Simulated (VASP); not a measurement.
# CaZrN (P4/mmm) in VASP: a series of runs, part 2 of 2

VASP 6.6.1. Earlier steps stand in the parts before.

### Step 4. Relaxation of cell and atoms, PBE

This run uses another cell than the first one, of 24.20 Å³/atom, 1.243 times its volume.

Contents of INCAR:

```
PREC = Accurate ; ENCUT = 600
EDIFF = 1E-6 ; ISMEAR = 0
SIGMA = 0.1 ; LREAL = F
LASPH = T ; NELM = 80
ALGO = Normal ; ISIF = 3
LWAVE = F ; LCHARG = F
GGA = PE ; IBRION = 2
NSW = 100 ; EDIFFG = -0.01
```

Contents of KPOINTS:

```
Automatic mesh
0
Gamma
  14 14 6
```

Contents of POSCAR:

```
CaZrN
1.0
    3.1352495951      0.0000000000      0.0000000000
    0.0000000000      3.1352495951      0.0000000000
    0.0000000000      0.0000000000      7.3865574586
Ca Zr N
1 1 1
Direct
    0.5000000000      0.5000000000      0.0000000000
    0.5000000000      0.5000000000      0.5000000000
    0.0000000000      0.0000000000      0.5000000000
```

Potentials or basis: VASP PAW PBE potentials, release 64 (Ca_sv, Zr_sv, N).

Started as:

```bash
> cat potpaw_PBE.64/Ca_sv/POTCAR potpaw_PBE.64/Zr_sv/POTCAR potpaw_PBE.64/N/POTCAR > POTCAR
> mpirun -np 1 vasp_std > vasp.out
```

OUTCAR:

```text
PREC = Accurate
   ENCUT = 600
   EDIFF = 1E-6
   ISMEAR = 0
   LREAL = F
   LASPH = T
   NELM = 80
   ISIF = 3
   GGA = PE
   IBRION = 2
   NSW = 100
   EDIFFG = -0.01

 ion  position               nearest neighbor table
   1  0.500  0.500  0.000-
   2  0.500  0.500  0.500-   3 2.22   3 2.22   3 2.22   3 2.22
   3  0.000  0.000  0.500-   2 2.22   2 2.22   2 2.22   2 2.22

  LATTYP: Found a simple tetragonal cell.
 ALAT       =     3.1352495951
 C/A-ratio  =     2.3559711068

  Lattice vectors:

 A1 = (   3.1352495951,   0.0000000000,   0.0000000000)
 A2 = (   0.0000000000,   3.1352495951,   0.0000000000)
 A3 = (   0.0000000000,   0.0000000000,   7.3865574586)

Analysis of symmetry for initial positions (statically):
=====================================================================
 Subroutine PRICEL returns:
 Original cell was already a primitive cell.

 Routine SETGRP: Setting up the symmetry group for a
 simple tetragonal supercell.

 Subroutine GETGRP returns: Found 16 space group operations
 (whereof 16 operations were pure point group operations)
 out of a pool of 16 trial point group operations.

The static configuration has the point symmetry D_4h.

Analysis of symmetry for dynamics (positions and initial velocities):
=====================================================================
 Subroutine PRICEL returns:
 Original cell was already a primitive cell.

 Routine SETGRP: Setting up the symmetry group for a
 simple tetragonal supercell.

 Subroutine GETGRP returns: Found 16 space group operations
 (whereof 16 operations were pure point group operations)
 out of a pool of 16 trial point group operations.

The dynamic configuration has the point symmetry D_4h.

 Subroutine INISYM returns: Found 16 space group operations
 (whereof 16 operations are pure point group operations),
 and found     1 'primitive' translations

----------------------------------------------------------------------------------------

                                     Primitive cell

  volume of cell :      72.6083

  direct lattice vectors                    reciprocal lattice vectors
     3.135249595  0.000000000  0.000000000     0.318953873  0.000000000  0.000000000
     0.000000000  3.135249595  0.000000000     0.000000000  0.318953873  0.000000000
     0.000000000  0.000000000  7.386557459     0.000000000  0.000000000  0.135381063

  length of vectors
     3.135249595  3.135249595  7.386557459     0.318953873  0.318953873  0.135381063

  position of ions in fractional coordinates (direct lattice)
     0.500000000  0.500000000  0.000000000
     0.500000000  0.500000000  0.500000000
     0.000000000  0.000000000  0.500000000

  ion indices of the primitive-cell ions
   primitive index   ion index
                 1           1
                 2           2
                 3           3

----------------------------------------------------------------------------------------

 KPOINTS: Automatic mesh

[... 46 lines left out ...]
  0.285714  0.214286  0.000000      8.000000
  0.357143  0.214286  0.000000      8.000000
 [... further k-points ...]
   k-points           NKPTS =    144   k-points in BZ     NKDIM =    144   number of bands    NBANDS=     17
   number of dos      NEDOS =    301   number of ions     NIONS =      3
   total plane-waves  NPLWV =  47040
   dimension x,y,z NGX =    28 NGY =   28 NGZ =   60
   dimension x,y,z NGXF=    56 NGYF=   56 NGZF=  120
   ions per type =               1   1   1
   NGX,Y,Z   is equivalent  to a cutoff of  14.85, 14.85, 13.50 a.u.
   NGXF,Y,Z  is equivalent  to a cutoff of  29.69, 29.69, 27.01 a.u.
 SYSTEM =  unknown system
   PREC   = accura    normal or accurate (medium, high low for compatibility)
   ISTART =      0    job   : 0-new  1-cont  2-samecut
   ICHARG =      2    charge: 1-file 2-atom 10-const
   ISPIN  =      1    spin polarized calculation?
   LNONCOLLINEAR =      F non collinear calculations
   LSORBIT =      F    spin-orbit coupling
   LASPH  =      T    aspherical Exc in radial PAW
   ENCUT  =  600.0 eV  44.10 Ry    6.64 a.u.   6.26  6.26 14.75*2*pi/ulx,y,z
   NELM   =     80;   NELMIN=  2; NELMDL= -5     # of ELM steps
   EDIFF  = 0.1E-05   stopping-criterion for ELM
   LREAL  =      F    real-space projection
   EDIFFG = -.1E-01   stopping-criterion for IOM
   NSW    =    100    number of steps for IOM
   IBRION =      2    ionic relax: 0-MD 1-quasi-New 2-CG
   NFREE  =      1    steps in history (QN), initial steepest desc. (CG)
   ISIF   =      3    stress and relaxation
   ISYM   =      2    0-nonsym 1-usesym 2-fastsym
   POTIM  = 0.5000    time-step for ionic-motion
   TEBEG  =    0.0;   TEEND  =   0.0 temperature during run
   PSTRESS=    0.0 pullay stress
   NELECT =      27.0000    total number of electrons
   NUPDOWN=      -1.0000    fix difference up-down
   EMIN   =  10.00;   EMAX   =-10.00  energy-range for DOS
   EFERMI =   0.00;   METHOD = LEGACY
   ISMEAR =     0;   SIGMA  =   0.10  broadening in eV -4-tet -1-fermi 0-gaus
   EFERMI_NEDOS =   21; number of points for ismear=-14 and -15
   IALGO  =     38    algorithm
   IMIX   =      4    mixing-type and parameters
     AMIX     =   0.40;   BMIX     =  1.00
     AMIX_MAG =   1.60;   BMIX_MAG =  1.00
  volume/ion in A,a.u.               =      24.20       163.33
  Fermi-wavevector in a.u.,A,eV,Ry     =   1.177246  2.224673 18.856433  1.385909
  Thomas-Fermi vector in A             =   2.313596
   LORBIT       =      0    0 simple, 1 ext, 2 COOP (PROOUT), +10 PAW based schemes
   GGA     = PE    functional components
   LHFCALC =     F    Hartree Fock is set to
   AEXX    =    0.0000 exact exchange contribution
   IVDW    =     0    specifies the selected vdW correction
   LEPSILON=     F    determine dielectric tensor
   LRPA    =     F    only Hartree local field effects (RPA)
 conjugate gradient relaxation of ions
 non-spin polarized calculation
 Gauss-broadening in eV      SIGMA  =   0.10
  energy-cutoff  :      600.00
  volume of cell :       72.61
 maximum number of plane-waves:      2444
 NGX is ok and might be reduce to    28
   NGX = 13   NGY = 13   NGZ = 29

--------------------------------------- Ionic step        1  -------------------------------------------

 number of electron      26.9999999 magnetization

 Free energy of the ion-electron system (eV)
  ---------------------------------------------------
  ext. energy  EPLUGINS =         0.00000000
  ---------------------------------------------------
  free energy    TOTEN  =       -19.89801829 eV

  energy without entropy =      -19.88479619  energy(sigma->0) =      -19.89140724

------------------------ aborting loop because EDIFF is reached ----------------------------------------

  FORCE on cell =-STRESS in cart. coord.  units (eV):
  Direction    XX          YY          ZZ          XY          YZ          ZX
  --------------------------------------------------------------------------------------
  -------------------------------------------------------------------------------------
  Total        0.0464316      0.0464316     -0.2305246      0.0000000     -0.0000000      0.0000000
  in kB        1.0245610      1.0245610     -5.0867632      0.0000000     -0.0000000      0.0000000
  external PRESSURE =      -1.0125471 kB  Pullay stress =       0.0000000 kB
[... 135 lines left out ...]
--------------------------------------- Ionic step        5  -------------------------------------------

 number of electron      26.9999999 magnetization

 Free energy of the ion-electron system (eV)
  ---------------------------------------------------
  ext. energy  EPLUGINS =         0.00000000
  ---------------------------------------------------
  free energy    TOTEN  =       -19.89948354 eV

  energy without entropy =      -19.88617678  energy(sigma->0) =      -19.89283016

 E-fermi :   4.6625     XC(G=0):  -9.1969

 val. band max:        4.6217722556   @ k =   0.5000   0.3571   0.1667
 cond. band min:       4.6630287127   @ k =   0.3571   0.2857   0.5000
 fundamental gap:      0.0412564571
 Fermi energy:         4.6624924104

 k-point     1 :       0.0000    0.0000    0.0000
  band No.  band energies     occupation
      1     -44.6752      2.00000
      2     -37.2199      2.00000
      3     -22.8425      2.00000
      4     -22.3714      2.00000
      5     -22.3714      2.00000
      6     -18.2312      2.00000
[... 457 lines left out ...]
      4     -22.7559      2.00000
      5     -22.5717      2.00000
      6     -18.3987      2.00000
[... 9 lines left out ...]
     16       5.8543      0.00000
     17       6.7383      0.00000

 [... further k-points ...]

------------------------ aborting loop because EDIFF is reached ----------------------------------------

  FORCE on cell =-STRESS in cart. coord.  units (eV):
  Direction    XX          YY          ZZ          XY          YZ          ZX
  --------------------------------------------------------------------------------------
  -------------------------------------------------------------------------------------
  Total       -0.0081710     -0.0081710      0.0040366      0.0000000     -0.0000000      0.0000000
  in kB       -0.1823978     -0.1823978      0.0901069      0.0000000     -0.0000000      0.0000000
  external PRESSURE =      -0.0915629 kB  Pullay stress =       0.0000000 kB
[... 18 lines left out ...]
  FREE ENERGIE OF THE ION-ELECTRON SYSTEM (eV)
  ---------------------------------------------------
  free  energy   TOTEN  =       -19.8994835448 eV

  energy  without entropy=      -19.8861767808  energy(sigma->0) =      -19.89283016

 reached required accuracy - stopping structural energy minimisation
```

OSZICAR:

```text
N       E                     dE             d eps       ncg     rms          rms(c)
DAV:   1     0.282342527467E+03    0.28234E+03   -0.15062E+04  4896   0.165E+03
DAV:   2     0.622425744340E+01   -0.27612E+03   -0.27236E+03  5236   0.442E+02
DAV:   3    -0.229263284355E+02   -0.29151E+02   -0.28757E+02  8614   0.111E+02
[... 46 lines left out ...]
DAV:   4    -0.198994505404E+02    0.59635E-04   -0.46145E-04  7743   0.123E-01    0.380E-02
DAV:   5    -0.198994620042E+02   -0.11464E-04   -0.31808E-05  6250   0.354E-02    0.219E-02
DAV:   6    -0.198994758729E+02   -0.13869E-04   -0.14035E-05  6853   0.181E-02    0.106E-02
DAV:   7    -0.198994833476E+02   -0.74747E-05   -0.13316E-05  7526   0.174E-02    0.345E-03
DAV:   8    -0.198994835448E+02   -0.19715E-06   -0.34873E-07  2600   0.481E-03
   5 F= -.19899484E+02 E0= -.19892830E+02  d E =-.373021E-03
```

CONTCAR:

```text
CaZrN
   1.00000000000000
     3.1370621390369982    0.0000000000000000    0.0000000000000000
     0.0000000000000000    3.1370621390369982    0.0000000000000000
     0.0000000000000000   -0.0000000000000000    7.2932502586540169
  Ca              Zr              N
     1     1     1
Direct
     0.5000000000000000    0.5000000000000000    1.0000000000000000
     0.5000000000000000    0.5000000000000000    0.5000000000000000
     0.0000000000000000    0.0000000000000000    0.5000000000000000

  0.00000000E+00  0.00000000E+00  0.00000000E+00
  0.00000000E+00  0.00000000E+00  0.00000000E+00
  0.00000000E+00  0.00000000E+00  0.00000000E+00
```

Run time: 17 min. Hardware: 1 thread of Oxide Virtual Turin-like, shared host; peak memory 0.38 GiB.

What came out:

```
Free energy                            : -19.8995 eV
Relaxed volume                         : 23.92 Å³/atom
Relaxed cell                           : a = 3.137 Å, b = 3.137 Å, c = 7.293 Å, α = 90.00°, β = 90.00°, γ = 90.00°
Space group after relaxing (to 0.05 Å) : P4/mmm (No. 123)
Energy gained by relaxing              : 0.5 meV/atom
Ionic steps                            : 5
Pressure after relaxing                : 0.0 GPa
```

The path:
| step | energy change (eV) | largest force (eV/Å) | pressure (GPa) | volume (Å³) |
| --- | --- | --- | --- | --- |
| 1 | 0.0000 | 0.0000 | -0.10 | 72.61 |
| 2 | -0.0007 | 0.0000 | -0.20 | 72.45 |
| 3 | -0.0011 | 0.0000 | -0.35 | 72.22 |
| 4 | -0.0014 | 0.0000 | -0.13 | 71.94 |
| 5 | -0.0015 | 0.0000 | -0.01 | 71.77 |

Final structure:
```
Ca Zr N
1.0
     3.13706    0.00000    0.00000
     0.00000    3.13706    0.00000
     0.00000    0.00000    7.29325
Ca Zr N
1 1 1
Cartesian
  1.5685 1.5685 7.2933
  1.5685 1.5685 3.6466
  0.0000 0.0000 3.6466
```

### Step 5. Overview

```tsv
task	cell	k mesh	cutoff (eV)	gap on the mesh (eV)	pressure (GPa)	relaxed volume (Å³/atom)
relaxation of cell and atoms	relaxed from a = 2.719, b = 2.719, c = 7.905 Å, 3 atoms	6 × 6 × 2	600	none	-0.1	24.26
single point	a = 3.136, b = 3.136, c = 7.309 Å, 3 atoms	14 × 14 × 6	520	none	0.1	-
relaxation of cell and atoms	relaxed from a = 3.135, b = 3.135, c = 7.387 Å, 3 atoms	14 × 14 × 6	600	none	0.0	23.92
```

Alike in all rows: level PBE; potentials or basis VASP PAW PBE potentials, release 64 (Ca_sv, Zr_sv, N); no spin polarisation; smearing gaussian 0.1 eV.

Caveats: some runs use coarse meshes; the volume moved by over 15 % at a fixed basis, so the end points are rough (some runs).

Total energies depend on the potentials used, so only differences within one code and one set of settings carry meaning.
